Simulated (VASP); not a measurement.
Input of a VASP 6.6.1 run:

Contents of INCAR:

```
SYSTEM = TiSi16
PREC = Accurate
ENCUT = 520
EDIFF = 1E-6
ISMEAR = -1
SIGMA = 0.02
LREAL = Auto
LASPH = .True.
NELM = 100
ALGO = Normal
ISIF = 2
LWAVE = .False.
LCHARG = .False.
GGA = PE
NBANDS = 52
```

File KPOINTS:

```
Automatic mesh
0
Gamma
  2 2 2
  0 0 0
```

File POSCAR:

```
TiSi16
1.0
    0.0000000000      5.4300000000      5.4300000000
    5.4300000000      0.0000000000      5.4300000000
    5.4300000000      5.4300000000      0.0000000000
Si Ti
16 1
Direct
    0.0486574586     -0.0166449355     -0.0159451197
    0.1361178637      0.1253895028      0.1259493554
   -0.0103020258      0.0119694291      0.4992298343
    0.1362505525      0.1253435543      0.6125956722
   -0.0101475138      0.4986189687      0.0124736648
    0.1360463168      0.6121192449      0.1259641805
   -0.0101146409      0.4986037753      0.4991671271
    0.0772846225      0.6404890424      0.6412019337
    0.5068802026      0.0122365562      0.0115785451
    0.6729840700      0.1094389503      0.1086240331
    0.5069444751      0.0122328729      0.4689730203
    0.6190352670      0.1557862799      0.6124708103
    0.5071057090      0.4696570902      0.0114817680
    0.6188518416      0.6132455801      0.1550757827
    0.4529784530      0.5160883978      0.5153408840
    0.6190087477      0.6131816759      0.6125275322
    0.5629708103      0.8126800184      0.8120479742
```

Potentials or basis: VASP PAW PBE potentials, release 64 (Si, Ti_sv).

Run with:

```sh
$ cat potpaw_PBE.64/Si/POTCAR potpaw_PBE.64/Ti_sv/POTCAR > POTCAR
$ mpirun -np 1 vasp_std > vasp.out
```

**Question.** What does it give for the band gap on the k mesh?

**Answer.** Zero (band 38 reaches 6.92 eV, above the bottom of band 39 at 6.72 eV).

**Question.** What does it give for the pressure?

**Answer.** 6.0 GPa.

**Question.** Estimate the largest force.

**Answer.** 0.035 eV/Å.

Stress tensor (GPa, compression positive):
```
 5.95  0.92  0.92
 0.92  5.95 -0.92
 0.92 -0.92  5.95
```

Caveat: the k points lie up to 0.50 Å⁻¹ apart.
